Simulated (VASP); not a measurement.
BAs:

```xyz
2
Lattice="0.0000 2.4199 2.4199 2.4199 0.0000 2.4199 2.4199 2.4199 0.0000" Properties=species:S:1:pos:R:3 pbc="T T T"
As    3.6299    3.6299    3.6299
B     0.0000    0.0000    0.0000
```

Program: VASP 6.6.1. Alike in all runs: task single point; potentials or basis VASP PAW PBE potentials, release 64 (As, B); no spin polarisation; cell as given; cutoff (eV) 520; smearing fermi-dirac 0.05 eV.

Order these runs on this cell by their band gap on the k mesh, lowest first.
A. level BLYP+D4; k mesh 10 × 10 × 10
B. level PBEsol-based screened hybrid; k mesh 5 × 5 × 5; grid for exact exchange (PRECFOCK) Normal; share of exact exchange 0.25; screening parameter 0.207 1/Å
C. level RPBE+D4; k mesh 10 × 10 × 10

C (1.25 eV), A (1.44 eV), B (1.82 eV).

Caveats: some runs use coarse meshes.

A k mesh can miss the band edges, odd and even meshes differently.
